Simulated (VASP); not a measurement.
# Sr (Fm-3m) in VASP: further runs

The runs below take Sr through relaxation of cell and atoms, with PBEsol.

Everything below comes from runs of VASP 6.6.1. Logs are shortened: lines on timing, memory, paths and dates and some standing lists are left out, and cuts for length are marked.

**1. The cell of the first run**

Symmetry: Fm-3m, No. 225, cubic system. Conventional cell: a = 6.085 Å, b = 6.085 Å, c = 6.085 Å, α = 90.00°, β = 90.00°, γ = 90.00°. Within 5.6 Å of Sr (site symmetry m-3m) lie 12 Sr at 4.30 Å.

**2. Relaxation of cell and atoms, PBEsol, target pressure 10 GPa, at which the enthalpy is minimised**

Input file INCAR:

```
SYSTEM = Sr
PREC = Accurate
ENCUT = 600
EDIFF = 1E-6
ISMEAR = -1
SIGMA = 0.05
LREAL = .False.
LASPH = .True.
NELM = 60
ALGO = Normal
ISIF = 3
LWAVE = .False.
LCHARG = .False.
GGA = PS
IBRION = 2
NSW = 60
EDIFFG = -0.01
PSTRESS = 100.0
```

Input file KPOINTS:

```
regular mesh
0
Gamma
  8 8 8
  0 0 0
```

Input file POSCAR:

```
Sr
1.0
    0.0000000000      3.0423500000      3.0423500000
    3.0423500000      0.0000000000      3.0423500000
    3.0423500000      3.0423500000      0.0000000000
Sr
1
Direct
    0.0000000000      0.0000000000      0.0000000000
```

Potentials or basis: VASP PAW PBE potentials, release 64 (Sr_sv).

The run is started by

```bash
$ cat potpaw_PBE.64/Sr_sv/POTCAR > POTCAR
$ mpirun -np 1 vasp_std > vasp.out
```

OUTCAR:

```text
SYSTEM = Sr
   PREC = Accurate
   ENCUT = 600
   EDIFF = 1E-6
   ISMEAR = -1
   LREAL = .False.
   LASPH = .True.
   NELM = 60
   ISIF = 3
   GGA = PS
   IBRION = 2
   NSW = 60
   EDIFFG = -0.01
   PSTRESS = 100.0

 ion  position               nearest neighbor table
   1  0.000  0.000  0.000-

  LATTYP: Found a face centered cubic cell.
 ALAT       =     6.0847000000

  Lattice vectors:

 A1 = (   0.0000000000,   3.0423500000,   3.0423500000)
 A2 = (   3.0423500000,   0.0000000000,   3.0423500000)
 A3 = (   3.0423500000,   3.0423500000,   0.0000000000)

Analysis of symmetry for initial positions (statically):
=====================================================================
 Subroutine PRICEL returns:
 Original cell was already a primitive cell.

 Routine SETGRP: Setting up the symmetry group for a
 face centered cubic supercell.

 Subroutine GETGRP returns: Found 48 space group operations
 (whereof 48 operations were pure point group operations)
 out of a pool of 48 trial point group operations.

The static configuration has the point symmetry O_h .

Analysis of symmetry for dynamics (positions and initial velocities):
=====================================================================
 Subroutine PRICEL returns:
 Original cell was already a primitive cell.

 Routine SETGRP: Setting up the symmetry group for a
 face centered cubic supercell.

 Subroutine GETGRP returns: Found 48 space group operations
 (whereof 48 operations were pure point group operations)
 out of a pool of 48 trial point group operations.

The dynamic configuration has the point symmetry O_h .

 Subroutine INISYM returns: Found 48 space group operations
 (whereof 48 operations are pure point group operations),
 and found     1 'primitive' translations

----------------------------------------------------------------------------------------

                                     Primitive cell

  volume of cell :      56.3193

  direct lattice vectors                    reciprocal lattice vectors
     0.000000000  3.042350000  3.042350000    -0.164346640  0.164346640  0.164346640
     3.042350000  0.000000000  3.042350000     0.164346640 -0.164346640  0.164346640
     3.042350000  3.042350000  0.000000000     0.164346640  0.164346640 -0.164346640

  length of vectors
     4.302532631  4.302532631  4.302532631     0.284656730  0.284656730  0.284656730

  position of ions in fractional coordinates (direct lattice)
     0.000000000  0.000000000  0.000000000

  ion indices of the primitive-cell ions
   primitive index   ion index
[... 91 lines left out ...]
   IMIX   =      4    mixing-type and parameters
     AMIX     =   0.40;   BMIX     =  1.00
     AMIX_MAG =   1.60;   BMIX_MAG =  1.00
  volume/ion in A,a.u.               =      56.32       380.06
  Fermi-wavevector in a.u.,A,eV,Ry     =   0.920144  1.738819 11.519569  0.846664
  Thomas-Fermi vector in A             =   2.045416
   LORBIT       =      0    0 simple, 1 ext, 2 COOP (PROOUT), +10 PAW based schemes
   GGA     = PS    functional components
   LHFCALC =     F    Hartree Fock is set to
   AEXX    =    0.0000 exact exchange contribution
   IVDW    =     0    specifies the selected vdW correction
   LEPSILON=     F    determine dielectric tensor
   LRPA    =     F    only Hartree local field effects (RPA)
 conjugate gradient relaxation of ions
 non-spin polarized calculation
  energy-cutoff  :      600.00
  volume of cell :       56.32
 maximum number of plane-waves:      1895
 NGX is ok and might be reduce to    36
   NGX = 17   NGY = 17   NGZ = 17

--------------------------------------- Ionic step        1  -------------------------------------------

 number of electron      10.0000000 magnetization

 Free energy of the ion-electron system (eV)
  ---------------------------------------------------
  ext. energy  EPLUGINS =         0.00000000
  ---------------------------------------------------
  free energy    TOTEN  =        -1.83573052 eV

  energy without entropy =       -1.82720399  energy(sigma->0) =       -1.83146725

------------------------ aborting loop because EDIFF is reached ----------------------------------------

  FORCE on cell =-STRESS in cart. coord.  units (eV):
  Direction    XX          YY          ZZ          XY          YZ          ZX
  --------------------------------------------------------------------------------------
  -------------------------------------------------------------------------------------
  Total       -0.3137367     -0.3137367     -0.3137367      0.0000000      0.0000000     -0.0000000
  in kB       -8.9252083     -8.9252083     -8.9252083      0.0000000      0.0000000     -0.0000000
  external PRESSURE =    -108.9252083 kB  Pullay stress =     100.0000000 kB
[... 61 lines left out ...]
--------------------------------------- Ionic step        3  -------------------------------------------

 number of electron      10.0000000 magnetization

 E-fermi :   3.4117     XC(G=0):  -9.1326

 val. band max:        3.2701976327   @ k =  -0.3750   0.2500   0.0000
 cond. band min:       3.4185895800   @ k =   0.5000   0.3750   0.0000
 fundamental gap:      0.1483919473
 Fermi energy:         3.4117213997

 k-point     1 :       0.0000    0.0000    0.0000
  band No.  band energies     occupation
      1     -32.2811      2.00000
      2     -13.8894      2.00000
      3     -13.8894      2.00000
      4     -13.8894      2.00000
      5      -0.7441      2.00000
      6       6.2985      0.00000
      7       6.2985      0.00000
      8       6.2985      0.00000
      9       8.7667      0.00000
[... 308 lines left out ...]
  energy  without entropy=       -1.3877445463  energy(sigma->0) =       -1.39223088

  enthalpy is  TOTEN    =         0.7072369952 eV   P V=        2.1039542098

[... ionic steps 4 to 13 ...]

--------------------------------------- Ionic step       14  -------------------------------------------

 number of electron      10.0000000 magnetization

------------------------ aborting loop because EDIFF is reached ----------------------------------------
[... 69 lines left out ...]
--------------------------------------- Ionic step       16  -------------------------------------------

 number of electron      10.0000000 magnetization

 Free energy of the ion-electron system (eV)
  ---------------------------------------------------
  ext. energy  EPLUGINS =         0.00000000
  ---------------------------------------------------
  free energy    TOTEN  =        -1.42348448 eV

  energy without entropy =       -1.41473415  energy(sigma->0) =       -1.41910932

 E-fermi :   3.3561     XC(G=0):  -9.0845

 val. band max:        3.2025306279   @ k =  -0.3750   0.2500   0.0000
 cond. band min:       3.3676131925   @ k =  -0.2500   0.3750   0.1250
 fundamental gap:      0.1650825646
 Fermi energy:         3.3560532732

 k-point     1 :       0.0000    0.0000    0.0000
  band No.  band energies     occupation
      1     -32.3528      2.00000
      2     -13.9773      2.00000
      3     -13.9773      2.00000
      4     -13.9773      2.00000
      5      -0.7977      2.00000
      6       6.2269      0.00000
      7       6.2269      0.00000
      8       6.2269      0.00000
      9       8.6643      0.00000
[... 308 lines left out ...]
  energy  without entropy=       -1.4147341521  energy(sigma->0) =       -1.41910932

  enthalpy is  TOTEN    =         0.7068068794 eV   P V=        2.1302913573

 reached required accuracy - stopping structural energy minimisation
```

OSZICAR:

```text
N       E                     dE             d eps       ncg     rms          rms(c)
DAV:   1     0.389763997134E+02    0.38976E+02   -0.51228E+03   522   0.107E+03
DAV:   2     0.740314380708E-01   -0.38902E+02   -0.38519E+02   577   0.170E+02
DAV:   3    -0.178414006115E+01   -0.18582E+01   -0.18473E+01   775   0.305E+01
[... 83 lines left out ...]
DAV:   1    -0.142354235667E+01    0.28923E-04   -0.24677E-07   261   0.449E-03    0.965E-04
DAV:   2    -0.142354234137E+01    0.15295E-07   -0.32585E-08   261   0.156E-03
  15 F= 0.70680716E+00 E0= 0.71118192E+00  d E =-.319994E-06
       N       E                     dE             d eps       ncg     rms          rms(c)
DAV:   1    -0.142348452354E+01    0.57833E-04   -0.98698E-07   261   0.899E-03    0.193E-03
DAV:   2    -0.142348447794E+01    0.45607E-07   -0.13038E-07   261   0.312E-03
  16 F= 0.70680688E+00 E0= 0.71118204E+00  d E =-.603759E-06
```

It took 41 s on 1 thread of Intel Xeon 6975P-C (Granite Rapids), shared host; peak memory 0.22 GiB.

What came out:

```yaml
Free_energy: -1.4235 eV
Relaxed_volume: 34.13 Å³/atom
Relaxed_cell: a = 3.641 Å, b = 3.641 Å, c = 3.641 Å, α = 60.00°, β = 60.00°, γ = 60.00°
Space_group_after_relaxing_to_0.05_Å: Fm-3m (No. 225)
Energy_change_on_relaxing_the_enthalpy_is_what_falls: +412.2 meV/atom
Ionic_steps: 16
Pressure_after_relaxing: 10.0 GPa
Band_gap_on_the_k_mesh: zero (band 5 reaches 3.37 eV, above the bottom of band 6 at 3.14 eV)
```

Step by step:
| step | energy change (eV) | largest force (eV/Å) | pressure (GPa) | volume (Å³) |
| --- | --- | --- | --- | --- |
| 1 | 0.0000 | 0.0000 | -0.89 | 56.32 |
| 2 | 0.6826 | 0.0000 | 14.30 | 30.52 |
| 3 | 0.4390 | 0.0000 | 10.42 | 33.71 |
| 4 | 0.4121 | 0.0000 | 9.95 | 34.13 |
| 5 | 0.4121 | 0.0000 | 9.95 | 34.13 |
| 6 | 0.4121 | 0.0000 | 9.94 | 34.13 |
| 7 | 0.4121 | 0.0000 | 9.95 | 34.13 |
| 8 | 0.4121 | 0.0000 | 9.95 | 34.13 |
| 9 | 0.4121 | 0.0000 | 9.95 | 34.13 |
| 10 | 0.4121 | 0.0000 | 9.95 | 34.13 |
| 11 | 0.4121 | 0.0000 | 9.95 | 34.13 |
| 12 | 0.4121 | 0.0000 | 9.95 | 34.13 |
| 13 | 0.4121 | 0.0000 | 9.95 | 34.13 |
| 14 | 0.4122 | 0.0000 | 9.95 | 34.13 |
| 15 | 0.4122 | 0.0000 | 9.94 | 34.13 |
| 16 | 0.4122 | 0.0000 | 9.98 | 34.13 |

Final structure:
```
CELL_PARAMETERS angstrom
0.00000 2.57458 2.57458
2.57458 0.00000 2.57458
2.57458 2.57458 0.00000
ATOMIC_POSITIONS crystal
Sr 0.00000 0.00000 0.00000
```

Levels at points of the mesh, in eV from the Fermi level:
```csv
k point,band 2,band 3,band 4,band 5,band 6,band 7,band 8,band 9
"(0.00, 0.00, 0.00)",-17.33,-17.33,-17.33,-4.15,2.87,2.87,2.87,5.31
"(0.50, 0.00, 0.00)",-18.28,-17.45,-17.45,-1.38,1.34,2.60,2.60,7.10
"(0.50, 0.50, 0.00)",-18.21,-17.66,-17.66,-1.32,-0.22,2.91,7.14,7.65
```

Caveat: the cell is relaxed towards a set pressure, so the enthalpy falls and the energy may rise; the volume moved by over 15 % at a fixed basis, so the end points are rough; the PAW data sets were made with another functional, which shifts forces and pressure a little.

**3. Relaxation of cell and atoms, PBEsol, target pressure 20 GPa, at which the enthalpy is minimised**

Input file INCAR:

```
SYSTEM = Sr
ALGO     = Fast           ! electronic algorithm
EDIFF    = 1E-6           ! SCF threshold, eV
EDIFFG   = -0.01          ! ionic threshold
ENCUT    = 600            ! plane-wave cutoff, eV
GGA      = PS             ! functional
IBRION   = 2              ! ionic algorithm
ISIF     = 3              ! what is computed and relaxed
ISMEAR   = -1             ! smearing method
LASPH    = .True.         ! aspherical terms in the spheres
LCHARG   = .False.        ! write CHGCAR
LREAL    = .False.        ! projectors in reciprocal space
LWAVE    = .False.        ! write WAVECAR
NELM     = 100            ! most SCF steps
NSW      = 60             ! ionic steps
PREC     = Accurate       ! precision mode
PSTRESS  = 200.0        
SIGMA    = 0.05           ! smearing width, eV
```

Input file KPOINTS:

```
k-points
0
Gamma
  8 8 8
  0 0 0
```

POSCAR is that of step 2.

Potentials or basis: VASP PAW PBE potentials, release 64 (Sr_sv).

The run is started by

```bash
$ cat potpaw_PBE.64/Sr_sv/POTCAR > POTCAR
$ mpirun -np 1 vasp_std > vasp.out
```

Wall time 71 s (1 thread of Intel Xeon 6975P-C (Granite Rapids), shared host); peak memory 0.24 GiB.

Results (log left out):

- Free energy: -0.8336 eV
- Relaxed volume: 27.50 Å³/atom
- Relaxed cell: a = 3.388 Å, b = 3.388 Å, c = 3.388 Å, α = 60.00°, β = 60.00°, γ = 60.00°
- Space group after relaxing (to 0.05 Å): Fm-3m (No. 225)
- Energy change on relaxing (the enthalpy is what falls): +1002.2 meV/atom
- Ionic steps: 7
- Pressure after relaxing: 20.0 GPa
- Band gap on the k mesh: zero (band 5 reaches 4.54 eV, above the bottom of band 6 at 3.80 eV)

The path:
```tsv
step	energy change (eV)	largest force (eV/Å)	pressure (GPa)	volume (Å³)
1	0.0000	0.0000	-0.89	56.32
2	4.2985	0.0000	83.61	15.16
3	0.8441	0.0000	17.19	28.87
4	0.9915	0.0000	19.76	27.59
5	1.0475	0.0000	20.81	27.15
6	0.9843	0.0000	19.69	27.65
7	1.0022	0.0000	20.03	27.50
```

Final structure:
```
CELL_PARAMETERS angstrom
0.00000 2.39583 2.39583
2.39583 0.00000 2.39583
2.39583 2.39583 0.00000
ATOMIC_POSITIONS crystal
Sr 0.00000 0.00000 0.00000
```

Levels at points of the mesh, in eV from the Fermi level:
| k point | band 3 | band 4 | band 5 | band 6 | band 7 | band 8 |
| --- | --- | --- | --- | --- | --- | --- |
| (0.00, 0.00, 0.00) | -16.73 | -16.73 | -4.03 | 3.16 | 3.16 | 3.16 |
| (0.50, 0.00, 0.00) | -16.93 | -16.93 | -1.43 | 2.57 | 2.82 | 2.82 |
| (0.50, 0.50, 0.00) | -17.32 | -17.32 | -1.72 | -0.57 | 4.54 | 8.52 |

Caveat: the cell is relaxed towards a set pressure, so the enthalpy falls and the energy may rise; the volume moved by over 15 % at a fixed basis, so the end points are rough; the PAW data sets were made with another functional, which shifts forces and pressure a little.

**4. Relaxation of cell and atoms, PBEsol, target pressure 30 GPa, at which the enthalpy is minimised**

Input file INCAR:

```
  PREC = Accurate
  ENCUT = 600
  EDIFF = 1E-6
  ISMEAR = -1
  SIGMA = 0.05
  LREAL = F
  LASPH = T
  NELM = 80
  ALGO = Normal
  ISIF = 3
  LWAVE = F
  LCHARG = F
  GGA = PS
  IBRION = 2
  NSW = 60
  EDIFFG = -0.01
  PSTRESS = 300.0
```

Input file KPOINTS:

```
regular mesh
0
Gamma
  8 8 8
```

POSCAR is that of step 3.

The run is started by

```bash
$ cat potpaw_PBE.64/Sr_sv/POTCAR > POTCAR
$ mpirun -np 1 vasp_std > vasp.out
```

Run time: 44 s. Hardware: 1 thread of Intel Xeon 6975P-C (Granite Rapids), shared host; peak memory 0.3 GiB.

The run converged. Its results:

```
Free energy                                            : -0.2236 eV
Relaxed volume                                         : 23.53 Å³/atom
Relaxed cell                                           : a = 3.217 Å, b = 3.217 Å, c = 3.217 Å, α = 60.00°, β = 60.00°, γ = 60.00°
Space group after relaxing (to 0.05 Å)                 : Fm-3m (No. 225)
Energy change on relaxing (the enthalpy is what falls) : +1612.2 meV/atom
Ionic steps                                            : 6
Pressure after relaxing                                : 30.0 GPa
Band gap on the k mesh                                 : zero (band 5 reaches 5.62 eV, above the bottom of band 6 at 4.30 eV)
```

The path:
```csv
step,energy change (eV),largest force (eV/Å),pressure (GPa),volume (Å³)
1,0.0000,0.0000,-0.89,56.32
2,30.8890,0.0000,1845.26,6.08
3,0.0297,0.0000,2.27,45.10
4,0.1869,0.0000,5.97,38.72
5,1.4143,0.0000,26.52,24.66
6,1.6122,0.0000,30.04,23.53
```

Final structure:
```
CELL_PARAMETERS angstrom
0.00000 2.27451 2.27451
2.27451 0.00000 2.27451
2.27451 2.27451 0.00000
ATOMIC_POSITIONS crystal
Sr 0.00000 0.00000 0.00000
```

Levels at points of the mesh, in eV from the Fermi level:
```
           k point  band 1  band 2  band 3  band 4  band 5  band 6  band 7  band 8  band 9
(0.00, 0.00, 0.00)  -35.59  -16.35  -16.35  -16.35   -3.80    3.27    3.27    3.27    6.80
(0.50, 0.00, 0.00)  -35.12  -18.89  -16.65  -16.65   -1.55    2.87    2.87    3.68    9.49
(0.50, 0.50, 0.00)  -34.97  -18.68  -17.22  -17.22   -2.17   -0.99    6.03    9.57   10.35
```

Caveat: the cell is relaxed towards a set pressure, so the enthalpy falls and the energy may rise; the volume moved by over 15 % at a fixed basis, so the end points are rough; the PAW data sets were made with another functional, which shifts forces and pressure a little.

**5. Summary**

```tsv
cell	gap on the mesh (eV)	pressure (GPa)
relaxed to 10 GPa	none	10.0
relaxed to 20 GPa	none	20.0
relaxed to 30 GPa	none	30.0
```

Alike in all rows: task relaxation of cell and atoms; level PBEsol; potentials or basis VASP PAW PBE potentials, release 64 (Sr_sv); no spin polarisation; k mesh 8 × 8 × 8; cutoff (eV) 600; smearing fermi-dirac 0.05 eV.

Caveats: the cell is relaxed towards a set pressure, so the enthalpy falls and the energy may rise; the volume moved by over 15 % at a fixed basis, so the end points are rough; the PAW data sets were made with another functional, which shifts forces and pressure a little.

Total energies depend on the potentials used, so only differences within one code and one set of settings carry meaning.
